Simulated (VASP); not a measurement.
# P in VASP: notebook

The runs below take P through relaxation of shape and atoms at fixed volume, with PBE.

Program: VASP 6.6.1. These are calculated values, not measurements. Logs are shortened: lines on timing, memory, paths and dates and some standing lists are left out, and cuts for length are marked.

## (1) The cell of the first run

The typed cell holds 1 atom: a = 2.342 Å, b = 2.342 Å, c = 2.345 Å, α = 90.00°, β = 90.00°, γ = 90.00°.

This isn't the form of P at room conditions, which is orthorhombic.

## (2) Relaxation of shape and atoms at fixed volume, PBE (12.86 Å³/atom)

INCAR reads:

```
SYSTEM = P
PREC = Accurate
ENCUT = 600
EDIFF = 1E-6
ISMEAR = 0
SIGMA = 0.1
LREAL = .FALSE.
LASPH = .TRUE.
NELM = 60
ALGO = Normal
ISIF = 4
LWAVE = .FALSE.
LCHARG = .FALSE.
GGA = PE
IBRION = 2
NSW = 50
EDIFFG = -0.01
```

KPOINTS reads:

```
Automatic mesh
0
G
  22 22 24
  0 0 0
```

POSCAR reads:

```
P
1.0
    2.3418919438      0.0000000000      0.0000000000
    0.0000000000      2.3418919438      0.0000000000
    0.0000000000      0.0000000000      2.3445104930
P
1
Direct
    0.0000000000      0.0000000000      0.5000000000
```

Potentials or basis: VASP PAW PBE potentials, release 64 (P).

Launch:

```console
$ cat potpaw_PBE.64/P/POTCAR > POTCAR
$ mpirun -np 1 vasp_std > vasp.out
```

OUTCAR:

```text
SYSTEM = P
   PREC = Accurate
   ENCUT = 600
   EDIFF = 1E-6
   ISMEAR = 0
   LREAL = .FALSE.
   LASPH = .TRUE.
   NELM = 60
   ISIF = 4
   GGA = PE
   IBRION = 2
   NSW = 50
   EDIFFG = -0.01

 ion  position               nearest neighbor table
   1  0.000  0.000  0.500-

  LATTYP: Found a simple tetragonal cell.
 ALAT       =     2.3418919438
 C/A-ratio  =     1.0011181341

  Lattice vectors:

 A1 = (   2.3418919438,   0.0000000000,   0.0000000000)
 A2 = (   0.0000000000,   2.3418919438,   0.0000000000)
 A3 = (   0.0000000000,   0.0000000000,   2.3445104930)

Analysis of symmetry for initial positions (statically):
=====================================================================
 Subroutine PRICEL returns:
 Original cell was already a primitive cell.

 Routine SETGRP: Setting up the symmetry group for a
 simple tetragonal supercell.

 Subroutine GETGRP returns: Found 16 space group operations
 (whereof 16 operations were pure point group operations)
 out of a pool of 16 trial point group operations.

The static configuration has the point symmetry D_4h.

Analysis of symmetry for dynamics (positions and initial velocities):
=====================================================================
 Subroutine PRICEL returns:
 Original cell was already a primitive cell.

 Routine SETGRP: Setting up the symmetry group for a
 simple tetragonal supercell.

 Subroutine GETGRP returns: Found 16 space group operations
 (whereof 16 operations were pure point group operations)
 out of a pool of 16 trial point group operations.

The dynamic configuration has the point symmetry D_4h.

 Subroutine INISYM returns: Found 16 space group operations
 (whereof 16 operations are pure point group operations),
 and found     1 'primitive' translations

----------------------------------------------------------------------------------------

                                     Primitive cell

  volume of cell :      12.8584

  direct lattice vectors                    reciprocal lattice vectors
     2.341891944  0.000000000  0.000000000     0.427005184  0.000000000  0.000000000
     0.000000000  2.341891944  0.000000000     0.000000000  0.427005184  0.000000000
     0.000000000  0.000000000  2.344510493     0.000000000  0.000000000  0.426528268

  length of vectors
     2.341891944  2.341891944  2.344510493     0.427005184  0.427005184  0.426528268

  position of ions in fractional coordinates (direct lattice)
     0.000000000  0.000000000  0.500000000

  ion indices of the primitive-cell ions
   primitive index   ion index
                 1           1

----------------------------------------------------------------------------------------

 KPOINTS: Automatic mesh

Automatic generation of k-mesh.
 Grid dimensions read from file:
 generate k-points for:   22   22   24

 Generating k-lattice:

  Cartesian coordinates                     Fractional coordinates (reciprocal lattice)
     0.019409327  0.000000000  0.000000000     0.045454545  0.000000000  0.000000000
     0.000000000  0.019409327  0.000000000     0.000000000  0.045454545  0.000000000
     0.000000000  0.000000000  0.017772011     0.000000000  0.000000000  0.041666667

  Length of vectors
     0.019409327  0.019409327  0.017772011

  Shift w.r.t. Gamma in fractional coordinates (k-lattice)
     0.000000000  0.000000000  0.000000000

 Subroutine IBZKPT returns following result:
 ===========================================

 Found   1014 irreducible k-points:

 Following reciprocal coordinates:
            Coordinates               Weight
[... 43 lines left out ...]
   EDIFF  = 0.1E-05   stopping-criterion for ELM
   LREAL  =      F    real-space projection
   EDIFFG = -.1E-01   stopping-criterion for IOM
   NSW    =     50    number of steps for IOM
   IBRION =      2    ionic relax: 0-MD 1-quasi-New 2-CG
   NFREE  =      1    steps in history (QN), initial steepest desc. (CG)
   ISIF   =      4    stress and relaxation
   ISYM   =      2    0-nonsym 1-usesym 2-fastsym
   POTIM  = 0.5000    time-step for ionic-motion
   TEBEG  =    0.0;   TEEND  =   0.0 temperature during run
   PSTRESS=    0.0 pullay stress
   NELECT =       5.0000    total number of electrons
   NUPDOWN=      -1.0000    fix difference up-down
   EMIN   =  10.00;   EMAX   =-10.00  energy-range for DOS
   EFERMI =   0.00;   METHOD = LEGACY
   ISMEAR =     0;   SIGMA  =   0.10  broadening in eV -4-tet -1-fermi 0-gaus
   EFERMI_NEDOS =   21; number of points for ismear=-14 and -15
   IALGO  =     38    algorithm
   IMIX   =      4    mixing-type and parameters
     AMIX     =   0.40;   BMIX     =  1.00
     AMIX_MAG =   1.60;   BMIX_MAG =  1.00
  volume/ion in A,a.u.               =      12.86        86.77
  Fermi-wavevector in a.u.,A,eV,Ry     =   1.194913  2.258058 19.426623  1.427817
  Thomas-Fermi vector in A             =   2.330891
   LORBIT       =      0    0 simple, 1 ext, 2 COOP (PROOUT), +10 PAW based schemes
   GGA     = PE    functional components
   LHFCALC =     F    Hartree Fock is set to
   AEXX    =    0.0000 exact exchange contribution
   IVDW    =     0    specifies the selected vdW correction
   LEPSILON=     F    determine dielectric tensor
   LRPA    =     F    only Hartree local field effects (RPA)
 conjugate gradient relaxation of ions
 non-spin polarized calculation
 Gauss-broadening in eV      SIGMA  =   0.10
  energy-cutoff  :      600.00
  volume of cell :       12.86
 maximum number of plane-waves:       449
 NGX is ok and might be reduce to    20
   NGX =  9   NGY =  9   NGZ =  9

--------------------------------------- Ionic step        1  -------------------------------------------

 number of electron       4.9999999 magnetization

 Free energy of the ion-electron system (eV)
  ---------------------------------------------------
  ext. energy  EPLUGINS =         0.00000000
  ---------------------------------------------------
  free energy    TOTEN  =        -5.18253999 eV

  energy without entropy =       -5.18119071  energy(sigma->0) =       -5.18186535

------------------------ aborting loop because EDIFF is reached ----------------------------------------

  FORCE on cell =-STRESS in cart. coord.  units (eV):
  Direction    XX          YY          ZZ          XY          YZ          ZX
  --------------------------------------------------------------------------------------
  -------------------------------------------------------------------------------------
  Total        1.5224848      1.5224848      1.5445652      0.0000000      0.0000000      0.0000000
  in kB      189.7045171    189.7045171    192.4557694      0.0000000      0.0000000      0.0000000
  external PRESSURE =     190.6216012 kB  Pullay stress =       0.0000000 kB

 VOLUME and BASIS-vectors are now :
 -----------------------------------------------------------------------------
  energy-cutoff  :      600.00
  volume of cell :       12.86
      direct lattice vectors                 reciprocal lattice vectors
     2.341891944  0.000000000  0.000000000     0.427005184  0.000000000  0.000000000
     0.000000000  2.341891944  0.000000000     0.000000000  0.427005184  0.000000000
     0.000000000  0.000000000  2.344510493     0.000000000  0.000000000  0.426528268

 POSITION                                       TOTAL-FORCE (eV/Angst)
 -----------------------------------------------------------------------------------
      0.00000      0.00000      1.17226         0.000000      0.000000      0.000000
 -----------------------------------------------------------------------------------
    total drift:                               -0.000000     -0.000000      0.000000

  FREE ENERGIE OF THE ION-ELECTRON SYSTEM (eV)
  ---------------------------------------------------
  free  energy   TOTEN  =        -5.1825399950 eV

  energy  without entropy=       -5.1811907149  energy(sigma->0) =       -5.18186535

--------------------------------------- Ionic step        2  -------------------------------------------

 number of electron       4.9999999 magnetization

 Free energy of the ion-electron system (eV)
  ---------------------------------------------------
  ext. energy  EPLUGINS =         0.00000000
  ---------------------------------------------------
  free energy    TOTEN  =        -5.18254636 eV

  energy without entropy =       -5.18118630  energy(sigma->0) =       -5.18186633

 E-fermi :  11.5056     XC(G=0): -11.8339

 val. band max:       11.4989801799   @ k =   0.1818   0.1818   0.1667
 cond. band min:      11.5079880718   @ k =   0.4545   0.2727   0.1250
 fundamental gap:      0.0090078919
 Fermi energy:        11.5055701783

 k-point     1 :       0.0000    0.0000    0.0000
  band No.  band energies     occupation
      1      -6.3295      2.00000
      2      17.1704      0.00000
      3      17.2738      0.00000
      4      17.2738      0.00000
      5      18.1062      0.00000
      6      18.1351      0.00000
[... 199 lines left out ...]
 k-point    24 :       0.0909    0.0909    0.0000
  band No.  band energies     occupation
      1      -5.9126      2.00000
      2      13.7064      0.00000
      3      14.8858      0.00000
      4      17.5055      0.00000
      5      20.0272      0.00000
      6      22.4415      0.00000

 [... further k-points ...]

------------------------ aborting loop because EDIFF is reached ----------------------------------------

  FORCE on cell =-STRESS in cart. coord.  units (eV):
  Direction    XX          YY          ZZ          XY          YZ          ZX
  --------------------------------------------------------------------------------------
  -------------------------------------------------------------------------------------
  Total        1.5307904      1.5307904      1.5264839      0.0000000      0.0000000      0.0000000
  in kB      190.7394116    190.7394116    190.2028143      0.0000000      0.0000000      0.0000000
  external PRESSURE =     190.5605459 kB  Pullay stress =       0.0000000 kB

 VOLUME and BASIS-vectors are now :
 -----------------------------------------------------------------------------
  energy-cutoff  :      600.00
  volume of cell :       12.86
      direct lattice vectors                 reciprocal lattice vectors
     2.341060700  0.000000000  0.000000000     0.427156801 -0.000000000  0.000000000
     0.000000000  2.341060700  0.000000000     0.000000000  0.427156801  0.000000000
    -0.000000000  0.000000000  2.346175726    -0.000000000 -0.000000000  0.426225533

 POSITION                                       TOTAL-FORCE (eV/Angst)
 -----------------------------------------------------------------------------------
     -0.00000      0.00000      1.17309        -0.000000      0.000000      0.000000
 -----------------------------------------------------------------------------------
    total drift:                               -0.000000     -0.000000      0.000000

  FREE ENERGIE OF THE ION-ELECTRON SYSTEM (eV)
  ---------------------------------------------------
  free  energy   TOTEN  =        -5.1825463567 eV

  energy  without entropy=       -5.1811862954  energy(sigma->0) =       -5.18186633

 reached required accuracy - stopping structural energy minimisation
```

It took 76 s on 1 thread of Intel Xeon 8259CL, shared host; peak memory 0.2 GiB.

Results:

```
Free energy               : -5.1825 eV
Energy gained by relaxing : 0.0 meV/atom
Ionic steps               : 2
Pressure after relaxing   : 19.1 GPa
Band gap on the k mesh    : zero (an odd number of electrons rules out a gap without spin polarisation)
```

Final structure:
```xyz
1
Lattice="2.3411 0.0000 0.0000 0.0000 2.3411 0.0000 0.0000 0.0000 2.3462" Properties=species:S:1:pos:R:3 pbc="T T T"
P     0.0000    0.0000    1.1731
```

## (3) Relaxation of shape and atoms at fixed volume, PBE (13.30 Å³/atom)

This run uses another cell than the first one, of 13.30 Å³/atom.

INCAR, as its differences from that of step 2:

```diff
@@ -8,3 +8,3 @@
 LASPH = .TRUE.
-NELM = 60
+NELM = 100
 ALGO = Normal
```

KPOINTS reads:

```
regular mesh
0
G
  22 22 24
  0 0 0
```

POSCAR reads:

```
P
1.0
    2.3690652923      0.0000000000      0.0000000000
    0.0000000000      2.3690652923      0.0000000000
    0.0000000000      0.0000000000      2.3691390205
P
1
Direct
    0.0000000000      0.0000000000      0.5000000000
```

Potentials or basis: VASP PAW PBE potentials, release 64 (P).

Launch:

```console
$ cat potpaw_PBE.64/P/POTCAR > POTCAR
$ mpirun -np 1 vasp_std > vasp.out
```

OUTCAR:

```text
SYSTEM = P
   PREC = Accurate
   ENCUT = 600
   EDIFF = 1E-6
   ISMEAR = 0
   LREAL = .FALSE.
   LASPH = .TRUE.
   NELM = 100
   ISIF = 4
   GGA = PE
   IBRION = 2
   NSW = 50
   EDIFFG = -0.01

 ion  position               nearest neighbor table
   1  0.000  0.000  0.500-

  LATTYP: Found a simple tetragonal cell.
 ALAT       =     2.3690652923
 C/A-ratio  =     1.0000311212

  Lattice vectors:

 A1 = (   2.3690652923,   0.0000000000,   0.0000000000)
 A2 = (   0.0000000000,   2.3690652923,   0.0000000000)
[... 447 lines left out ...]

  FORCE on cell =-STRESS in cart. coord.  units (eV):
  Direction    XX          YY          ZZ          XY          YZ          ZX
  --------------------------------------------------------------------------------------
  -------------------------------------------------------------------------------------
  Total        1.0695914      1.0695914      1.0663525      0.0000000      0.0000000      0.0000000
  in kB      128.8795148    128.8795148    128.4892467      0.0000000      0.0000000      0.0000000
  external PRESSURE =     128.7494254 kB  Pullay stress =       0.0000000 kB

 VOLUME and BASIS-vectors are now :
 -----------------------------------------------------------------------------
  energy-cutoff  :      600.00
  volume of cell :       13.30
      direct lattice vectors                 reciprocal lattice vectors
     2.368114645  0.000000000 -0.000000000     0.422276853  0.000000000  0.000000000
     0.000000000  2.368114645 -0.000000000     0.000000000  0.422276853  0.000000000
    -0.000000000  0.000000000  2.371041519     0.000000000  0.000000000  0.421755584

 POSITION                                       TOTAL-FORCE (eV/Angst)
 -----------------------------------------------------------------------------------
     -0.00000      0.00000      1.18552        -0.000000      0.000000      0.000000
 -----------------------------------------------------------------------------------
    total drift:                               -0.000000     -0.000000      0.000000

  FREE ENERGIE OF THE ION-ELECTRON SYSTEM (eV)
  ---------------------------------------------------
  free  energy   TOTEN  =        -5.2259604426 eV

  energy  without entropy=       -5.2245271710  energy(sigma->0) =       -5.22524381

 reached required accuracy - stopping structural energy minimisation
```

OSZICAR:

```text
N       E                     dE             d eps       ncg     rms          rms(c)
DAV:   1     0.551189606525E+01    0.55119E+01   -0.23391E+03 12318   0.716E+02
DAV:   2    -0.510371919938E+01   -0.10616E+02   -0.10084E+02 17496   0.772E+01
DAV:   3    -0.522772282033E+01   -0.12400E+00   -0.12247E+00 14604   0.105E+01
DAV:   4    -0.522808530366E+01   -0.36248E-03   -0.36247E-03 19470   0.525E-01
DAV:   5    -0.522808577876E+01   -0.47510E-06   -0.47553E-06 15030   0.888E-03    0.542E+00
DAV:   6    -0.522625907969E+01    0.18267E-02   -0.91842E-04 16932   0.313E-01    0.324E+00
DAV:   7    -0.522586032084E+01    0.39876E-03   -0.19848E-03 15510   0.528E-01    0.113E-01
DAV:   8    -0.522594198865E+01   -0.81668E-04   -0.54797E-05 16932   0.785E-02    0.212E-02
DAV:   9    -0.522595118743E+01   -0.91988E-05   -0.85537E-06 16974   0.309E-02    0.216E-03
DAV:  10    -0.522595167601E+01   -0.48858E-06   -0.40075E-07 12936   0.631E-03
   1 F= -.52259517E+01 E0= -.52252429E+01  d E =-.522595E+01
       N       E                     dE             d eps       ncg     rms          rms(c)
DAV:   1    -0.522597904199E+01   -0.27855E-04   -0.11463E-03 14616   0.241E-01    0.219E-02
DAV:   2    -0.522596654642E+01    0.12496E-04   -0.39025E-05 14700   0.578E-02    0.112E-02
DAV:   3    -0.522596036987E+01    0.61766E-05   -0.18064E-05 14646   0.306E-02    0.158E-03
DAV:   4    -0.522596044256E+01   -0.72694E-07   -0.97722E-07  9180   0.994E-03
   2 F= -.52259604E+01 E0= -.52252438E+01  d E =-.876655E-05
```

CONTCAR:

```text
P
   1.00000000000000
     2.3681146453874260    0.0000000000000000   -0.0000000000000000
     0.0000000000000000    2.3681146453874260   -0.0000000000000000
    -0.0000000000000000    0.0000000000000000    2.3710415185567761
  P
     1
Direct
     0.0000000000000000    0.0000000000000000    0.5000000000000000

  0.00000000E+00  0.00000000E+00  0.00000000E+00
```

It took 84 s on 1 thread of Intel Xeon 8259CL, shared host; peak memory 0.2 GiB.

Results:

- Free energy: -5.2260 eV
- Energy gained by relaxing: 0.0 meV/atom
- Ionic steps: 2
- Pressure after relaxing: 12.9 GPa
- Band gap on the k mesh: zero (an odd number of electrons rules out a gap without spin polarisation)

Final structure:
```cif
data_structure
_symmetry_space_group_name_H-M 'P 1'
_symmetry_Int_Tables_number 1
_cell_length_a 2.3681
_cell_length_b 2.3681
_cell_length_c 2.3710
_cell_angle_alpha 90.000
_cell_angle_beta 90.000
_cell_angle_gamma 90.000
_cell_volume 13.30
loop_
_atom_site_label
_atom_site_type_symbol
_atom_site_fract_x
_atom_site_fract_y
_atom_site_fract_z
_atom_site_occupancy
P1 P 0.00000 0.00000 0.50000 1
```
